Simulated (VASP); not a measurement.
# K2S (Fm-3m) in VASP: notebook

The runs below take K2S through single point, with r2SCAN, HSE06.

Everything below comes from runs of VASP 6.6.1. Logs are shortened: lines on timing, memory, paths and dates and some standing lists are left out, and cuts for length are marked.

### Step 1. The cell of the first run

It takes space group Fm-3m (No. 225, cubic). The conventional cell has a = 7.406 Å, b = 7.406 Å, c = 7.406 Å, α = 90.00°, β = 90.00°, γ = 90.00°. Within 4.2 Å of S (site symmetry m-3m) lie 8 K at 3.21 Å. Within 4.2 Å of K (site symmetry -43m) lie 4 S at 3.21 Å and 6 K at 3.70 Å.

### Step 2. Single point, r2SCAN

The input, POSCAR:

```
K2S
1.0
    0.0000000000      3.7027568582      3.7027568582
    3.7027568582      0.0000000000      3.7027568582
    3.7027568582      3.7027568582      0.0000000000
S K
1 2
Direct
    0.0000000000      0.0000000000      0.0000000000
    0.2500000000      0.2500000000      0.2500000000
    0.7500000000      0.7500000000      0.7500000000
```

The input, INCAR.step1:

```
SYSTEM = K2S
ALGO = Normal
EDIFF = 1E-5
ENCUT = 550
GGA = PE
GGA_COMPAT = .False.
ISMEAR = 0
LASPH = .True.
LCHARG = .False.
LREAL = .False.
LWAVE = .True.
NBANDS = 19
NELM = 120
PREC = Accurate
SIGMA = 0.01
```

The input, INCAR.step2:

```
SYSTEM = K2S
ALGO = Normal
EDIFF = 1E-6
ENCUT = 550
GGA_COMPAT = .False.
ISIF = 2
ISMEAR = 0
ISTART = 1
LASPH = .True.
LCHARG = .False.
LMIXTAU = .True.
LREAL = .False.
LWAVE = .False.
METAGGA = R2SCAN
NBANDS = 19
NELM = 120
PREC = Accurate
SIGMA = 0.01
```

The input, KPOINTS:

```
k-points
0
Gamma
  6 6 6
  0 0 0
```

Potentials or basis: VASP PAW PBE potentials, release 64 (S, K_sv).

Command:

```sh
cat potpaw_PBE.64/S/POTCAR potpaw_PBE.64/K_sv/POTCAR > POTCAR
cp INCAR.step1 INCAR
mpirun -np 1 vasp_std > vasp.out
cp INCAR.step2 INCAR
mpirun -np 1 vasp_std > vasp.out
```

OUTCAR:

```text
SYSTEM = K2S
   EDIFF = 1E-6
   ENCUT = 550
   ISIF = 2
   ISMEAR = 0
   ISTART = 1
   LASPH = .True.
   LREAL = .False.
   METAGGA = R2SCAN
   NELM = 120
   PREC = Accurate

 ion  position               nearest neighbor table
   1  0.000  0.000  0.000-   3 3.21   3 3.21   3 3.21   2 3.21   2 3.21   2 3.21   3 3.21   2 3.21

   2  0.250  0.250  0.250-   1 3.21   1 3.21   1 3.21   1 3.21   3 3.70   3 3.70   3 3.70   3 3.70
                             3 3.70   3 3.70
   3  0.750  0.750  0.750-   1 3.21   1 3.21   1 3.21   1 3.21   2 3.70   2 3.70   2 3.70   2 3.70
                             2 3.70   2 3.70

  LATTYP: Found a face centered cubic cell.
 ALAT       =     7.4055137164

  Lattice vectors:

 A1 = (   0.0000000000,   3.7027568582,   3.7027568582)
 A2 = (   3.7027568582,   0.0000000000,   3.7027568582)
 A3 = (   3.7027568582,   3.7027568582,   0.0000000000)

Analysis of symmetry for initial positions (statically):
=====================================================================
 Subroutine PRICEL returns:
 Original cell was already a primitive cell.

 Routine SETGRP: Setting up the symmetry group for a
 face centered cubic supercell.

 Subroutine GETGRP returns: Found 48 space group operations
 (whereof 48 operations were pure point group operations)
 out of a pool of 48 trial point group operations.

The static configuration has the point symmetry O_h .

Analysis of symmetry for dynamics (positions and initial velocities):
=====================================================================
 Subroutine PRICEL returns:
 Original cell was already a primitive cell.

 Routine SETGRP: Setting up the symmetry group for a
 face centered cubic supercell.

 Subroutine GETGRP returns: Found 48 space group operations
 (whereof 48 operations were pure point group operations)
 out of a pool of 48 trial point group operations.

The dynamic configuration has the point symmetry O_h .

 Subroutine INISYM returns: Found 48 space group operations
 (whereof 48 operations are pure point group operations),
 and found     1 'primitive' translations

----------------------------------------------------------------------------------------

                                     Primitive cell

  volume of cell :     101.5326

  direct lattice vectors                    reciprocal lattice vectors
     0.000000000  3.702756858  3.702756858    -0.135034521  0.135034521  0.135034521
     3.702756858  0.000000000  3.702756858     0.135034521 -0.135034521  0.135034521
     3.702756858  3.702756858  0.000000000     0.135034521  0.135034521 -0.135034521

  length of vectors
     5.236488967  5.236488967  5.236488967     0.233886652  0.233886652  0.233886652

  position of ions in fractional coordinates (direct lattice)
     0.000000000  0.000000000  0.000000000
     0.250000000  0.250000000  0.250000000
     0.750000000  0.750000000  0.750000000

  ion indices of the primitive-cell ions
   primitive index   ion index
                 1           1
                 2           2
                 3           3

----------------------------------------------------------------------------------------

 KPOINTS: k-points

Automatic generation of k-mesh.
 Grid dimensions read from file:
 generate k-points for:    6    6    6

 Generating k-lattice:

  Cartesian coordinates                     Fractional coordinates (reciprocal lattice)
    -0.022505754  0.022505754  0.022505754     0.166666667  0.000000000  0.000000000
     0.022505754 -0.022505754  0.022505754     0.000000000  0.166666667  0.000000000
     0.022505754  0.022505754 -0.022505754     0.000000000  0.000000000  0.166666667

  Length of vectors
     0.038981109  0.038981109  0.038981109

  Shift w.r.t. Gamma in fractional coordinates (k-lattice)
     0.000000000  0.000000000  0.000000000

 Subroutine IBZKPT returns following result:
 ===========================================

 Found     16 irreducible k-points:

 Following reciprocal coordinates:
            Coordinates               Weight
  0.000000  0.000000  0.000000      1.000000
  0.166667  0.000000  0.000000      8.000000
  0.333333  0.000000  0.000000      8.000000
  0.500000  0.000000  0.000000      4.000000
  0.166667  0.166667  0.000000      6.000000
  0.333333  0.166667  0.000000     24.000000
[... 8 lines left out ...]
 -0.333333  0.333333  0.166667     24.000000
 -0.333333  0.500000  0.166667     12.000000
   k-points           NKPTS =     16   k-points in BZ     NKDIM =     16   number of bands    NBANDS=     19
   number of dos      NEDOS =    301   number of ions     NIONS =      3
   total plane-waves  NPLWV =  64000
   dimension x,y,z NGX =    40 NGY =   40 NGZ =   40
   dimension x,y,z NGXF=    80 NGYF=   80 NGZF=   80
   ions per type =               1   2
   NGX,Y,Z   is equivalent  to a cutoff of  12.70, 12.70, 12.70 a.u.
   NGXF,Y,Z  is equivalent  to a cutoff of  25.40, 25.40, 25.40 a.u.
 SYSTEM =  K2S
   PREC   = accura    normal or accurate (medium, high low for compatibility)
   ISTART =      1    job   : 0-new  1-cont  2-samecut
   ICHARG =      0    charge: 1-file 2-atom 10-const
   ISPIN  =      1    spin polarized calculation?
   LNONCOLLINEAR =      F non collinear calculations
   LSORBIT =      F    spin-orbit coupling
   LASPH  =      T    aspherical Exc in radial PAW
   ENCUT  =  550.0 eV  40.42 Ry    6.36 a.u.  10.01 10.01 10.01*2*pi/ulx,y,z
   NELM   =    120;   NELMIN=  2; NELMDL=  0     # of ELM steps
   EDIFF  = 0.1E-05   stopping-criterion for ELM
   LREAL  =      F    real-space projection
   EDIFFG = 0.1E-04   stopping-criterion for IOM
   NSW    =      0    number of steps for IOM
   IBRION =     -1    ionic relax: 0-MD 1-quasi-New 2-CG
   NFREE  =      0    steps in history (QN), initial steepest desc. (CG)
   ISIF   =      2    stress and relaxation
   ISYM   =      2    0-nonsym 1-usesym 2-fastsym
   POTIM  = 0.5000    time-step for ionic-motion
   TEBEG  =    0.0;   TEEND  =   0.0 temperature during run
   PSTRESS=    0.0 pullay stress
   NELECT =      24.0000    total number of electrons
   NUPDOWN=      -1.0000    fix difference up-down
   EMIN   =  10.00;   EMAX   =-10.00  energy-range for DOS
   EFERMI =   0.00;   METHOD = LEGACY
   ISMEAR =     0;   SIGMA  =   0.01  broadening in eV -4-tet -1-fermi 0-gaus
   EFERMI_NEDOS =   21; number of points for ismear=-14 and -15
   IALGO  =     38    algorithm
   IMIX   =      4    mixing-type and parameters
     AMIX     =   0.40;   BMIX     =  1.00
     AMIX_MAG =   1.60;   BMIX_MAG =  1.00
  volume/ion in A,a.u.               =      33.84       228.39
  Fermi-wavevector in a.u.,A,eV,Ry     =   1.012224  1.912826 13.940500  1.024598
  Thomas-Fermi vector in A             =   2.145321
   LORBIT       =      0    0 simple, 1 ext, 2 COOP (PROOUT), +10 PAW based schemes
   METAGGA = R2SCAN    functional components
   LHFCALC =     F    Hartree Fock is set to
   AEXX    =    0.0000 exact exchange contribution
   IVDW    =     0    specifies the selected vdW correction
   LEPSILON=     F    determine dielectric tensor
   LRPA    =     F    only Hartree local field effects (RPA)
 non-spin polarized calculation
 Gauss-broadening in eV      SIGMA  =   0.01
  energy-cutoff  :      550.00
  volume of cell :      101.53
 maximum number of plane-waves:      2988
   NGX = 21   NGY = 21   NGZ = 21

 number of electron      23.9999996 magnetization

 Free energy of the ion-electron system (eV)
  ---------------------------------------------------
  ext. energy  EPLUGINS =         0.00000000
  ---------------------------------------------------
  free energy    TOTEN  =       -23.81364895 eV

  energy without entropy =      -23.81364895  energy(sigma->0) =      -23.81364895

 E-fermi :  -0.5293     XC(G=0):  -7.7101

 val. band max:       -0.6097178473   @ k =   0.5000   0.5000   0.0000
 cond. band min:       2.1497751130   @ k =   0.0000   0.0000   0.0000
 fundamental gap:      2.7594929603
 Fermi energy:        -0.5293236416

 k-point     1 :       0.0000    0.0000    0.0000
  band No.  band energies     occupation
      1     -31.0672      2.00000
      2     -30.9873      2.00000
      3     -13.8863      2.00000
      4     -13.8863      2.00000
      5     -13.8863      2.00000
      6     -13.6553      2.00000
[... 11 lines left out ...]
     18       7.3903      0.00000
     19       8.4768      0.00000

 k-point     2 :       0.1667    0.0000    0.0000
  band No.  band energies     occupation
      1     -31.0616      2.00000
      2     -30.9924      2.00000
      3     -13.8810      2.00000
      4     -13.8729      2.00000
      5     -13.8728      2.00000
      6     -13.6985      2.00000
[... 11 lines left out ...]
     18       7.5676      0.00000
     19       7.9873      0.00000

 k-point     3 :       0.3333    0.0000    0.0000
  band No.  band energies     occupation
      1     -31.0464      2.00000
      2     -31.0065      2.00000
      3     -13.8777      2.00000
      4     -13.8347      2.00000
      5     -13.8347      2.00000
      6     -13.7726      2.00000
[... 11 lines left out ...]
     18       7.6737      0.00000
     19       7.6737      0.00000

 k-point     4 :       0.5000    0.0000    0.0000
  band No.  band energies     occupation
      1     -31.0263      2.00000
      2     -31.0262      2.00000
      3     -13.8858      2.00000
      4     -13.7976      2.00000
      5     -13.7840      2.00000
      6     -13.7840      2.00000
[... 11 lines left out ...]
     18       7.6139      0.00000
     19       7.7620      0.00000

 k-point     5 :       0.1667    0.1667    0.0000
  band No.  band energies     occupation
      1     -31.0601      2.00000
      2     -30.9936      2.00000
      3     -13.9018      2.00000
      4     -13.9018      2.00000
      5     -13.8137      2.00000
      6     -13.7734      2.00000
[... 11 lines left out ...]
     18       7.3570      0.00000
     19       7.3571      0.00000

 k-point     6 :       0.3333    0.1667    0.0000
  band No.  band energies     occupation
      1     -31.0495      2.00000
      2     -31.0034      2.00000
      3     -13.9189      2.00000
      4     -13.8988      2.00000
      5     -13.8657      2.00000
      6     -13.7461      2.00000
[... 11 lines left out ...]
     18       7.3863      0.00000
     19       8.1202      0.00000

 k-point     7 :       0.5000    0.1667    0.0000
  band No.  band energies     occupation
      1     -31.0328      2.00000
      2     -31.0195      2.00000
      3     -13.9653      2.00000
      4     -13.8769      2.00000
      5     -13.8622      2.00000
      6     -13.7171      2.00000
[... 11 lines left out ...]
     18       7.2649      0.00000
     19       8.1773      0.00000

 k-point     8 :      -0.3333    0.1667    0.0000
  band No.  band energies     occupation
      1     -31.0377      2.00000
      2     -31.0147      2.00000
      3     -13.9647      2.00000
      4     -13.8497      2.00000
      5     -13.8000      2.00000
      6     -13.7763      2.00000
[... 80 lines left out ...]
 k-point    12 :      -0.3333    0.3333    0.0000
  band No.  band energies     occupation
      1     -31.0259      2.00000
      2     -31.0259      2.00000
      3     -14.0462      2.00000
      4     -13.9045      2.00000
      5     -13.8757      2.00000
      6     -13.7009      2.00000
[... 11 lines left out ...]
     18       7.3583      0.00000
     19       8.1149      0.00000

 k-point    13 :       0.5000    0.5000    0.0000
  band No.  band energies     occupation
      1     -31.0390      2.00000
      2     -31.0125      2.00000
      3     -14.0954      2.00000
      4     -13.9475      2.00000
      5     -13.9475      2.00000
      6     -13.6191      2.00000
[... 11 lines left out ...]
     18       7.5205      0.00000
     19       7.8392      0.00000

 k-point    14 :       0.5000    0.3333    0.1667
  band No.  band energies     occupation
      1     -31.0394      2.00000
      2     -31.0128      2.00000
      3     -13.9997      2.00000
      4     -13.9296      2.00000
      5     -13.8547      2.00000
      6     -13.7179      2.00000
[... 11 lines left out ...]
     18       7.5614      0.00000
     19       8.0313      0.00000

 k-point    15 :      -0.3333    0.3333    0.1667
  band No.  band energies     occupation
      1     -31.0259      2.00000
      2     -31.0259      2.00000
      3     -14.0385      2.00000
      4     -13.9477      2.00000
      5     -13.7896      2.00000
      6     -13.7871      2.00000
[... 11 lines left out ...]
     18       7.2728      0.00000
     19       8.0892      0.00000

 k-point    16 :      -0.3333    0.5000    0.1667
  band No.  band energies     occupation
      1     -31.0324      2.00000
      2     -31.0192      2.00000
      3     -14.0782      2.00000
      4     -13.9660      2.00000
      5     -13.8678      2.00000
      6     -13.7036      2.00000
[... 11 lines left out ...]
     18       7.4860      0.00000
     19       7.9080      0.00000

------------------------ aborting loop because EDIFF is reached ----------------------------------------

  FORCE on cell =-STRESS in cart. coord.  units (eV):
  Direction    XX          YY          ZZ          XY          YZ          ZX
  --------------------------------------------------------------------------------------
  -------------------------------------------------------------------------------------
  Total        0.0121087      0.0121087      0.0121087      0.0000000      0.0000000     -0.0000000
  in kB        0.1910738      0.1910738      0.1910738      0.0000000      0.0000000     -0.0000000
  external PRESSURE =       0.1910738 kB  Pullay stress =       0.0000000 kB

 VOLUME and BASIS-vectors are now :
 -----------------------------------------------------------------------------
  energy-cutoff  :      550.00
  volume of cell :      101.53
      direct lattice vectors                 reciprocal lattice vectors
     0.000000000  3.702756858  3.702756858    -0.135034521  0.135034521  0.135034521
     3.702756858  0.000000000  3.702756858     0.135034521 -0.135034521  0.135034521
     3.702756858  3.702756858  0.000000000     0.135034521  0.135034521 -0.135034521

 POSITION                                       TOTAL-FORCE (eV/Angst)
 -----------------------------------------------------------------------------------
      0.00000      0.00000      0.00000         0.000000      0.000000     -0.000000
      1.85138      1.85138      1.85138        -0.000000      0.000000     -0.000000
      5.55414      5.55414      5.55414        -0.000000     -0.000000      0.000000
 -----------------------------------------------------------------------------------
    total drift:                               -0.000000     -0.000000      0.000000

  FREE ENERGIE OF THE ION-ELECTRON SYSTEM (eV)
  ---------------------------------------------------
  free  energy   TOTEN  =       -23.8136489536 eV

  energy  without entropy=      -23.8136489536  energy(sigma->0) =      -23.81364895
```

Wall time 1.9 min (1 thread of Intel Xeon Platinum 8259CL at 2.50GHz (Skylake/Cascade Lake), shared host); peak memory 0.26 GiB.

Results:

```yaml
Free_energy: -23.8136 eV
Pressure: 0.0 GPa
Band_gap_on_the_k_mesh: 2.76 eV, indirect (least direct gap 2.95 eV)
```

Caveat: the PAW data sets were made with another functional, which shifts forces and pressure a little. A k mesh can miss the band edges.

### Step 3. Single point, HSE06

POSCAR is that of step 2.

The input, INCAR.step1:

```
SYSTEM = K2S
PREC = Accurate
ENCUT = 400
EDIFF = 1E-5
ISMEAR = 0
SIGMA = 0.01
LREAL = .False.
LASPH = .True.
NELM = 120
ALGO = Normal
ISIF = 2
LWAVE = .True.
LCHARG = .False.
GGA = PE
NBANDS = 19
GGA_COMPAT = .False.
```

The input, INCAR.step2:

```
SYSTEM = K2S
PREC = Accurate
ENCUT = 400
EDIFF = 1E-6
ISMEAR = 0
SIGMA = 0.01
LREAL = .False.
LASPH = .True.
NELM = 120
ALGO = Normal
ISIF = 2
LWAVE = .False.
LCHARG = .False.
GGA = PE
LHFCALC = .True.
HFSCREEN = 0.2079
PRECFOCK = Normal
ISTART = 1
NBANDS = 19
GGA_COMPAT = .False.
```

The input, KPOINTS:

```
regular mesh
0
Gamma
  4 4 4
  0 0 0
```

Potentials or basis: VASP PAW PBE potentials, release 64 (S, K_sv).

Command:

```sh
cat potpaw_PBE.64/S/POTCAR potpaw_PBE.64/K_sv/POTCAR > POTCAR
cp INCAR.step1 INCAR
mpirun -np 1 vasp_std > vasp.out
cp INCAR.step2 INCAR
mpirun -np 1 vasp_std > vasp.out
```

Run time: 13 min. Hardware: 1 thread of Intel Xeon Platinum 8259CL at 2.50GHz (Skylake/Cascade Lake), shared host; peak memory 0.32 GiB.

It converged, with:

* Free energy: -10.8455 eV
* Pressure: 0.2 GPa
* Band gap on the k mesh: 3.31 eV, indirect (least direct gap 3.49 eV)

Levels at points of the mesh, in eV from the valence-band top:
```
           k point  band 9  band 10  band 11  band 12  band 13  band 14  band 15  band 16
(0.00, 0.00, 0.00)  -10.61    -0.18    -0.18    -0.18     3.31     6.70     6.70     8.76
(0.50, 0.00, 0.00)  -10.38    -0.64    -0.06    -0.06     5.72     6.07     6.95     6.95
(0.50, 0.50, 0.00)  -10.32    -0.76     0.00     0.00     4.44     6.45     7.81     8.00
```

Caveat: the PAW data sets were made with another functional, which shifts forces and pressure a little. A k mesh can miss the band edges.
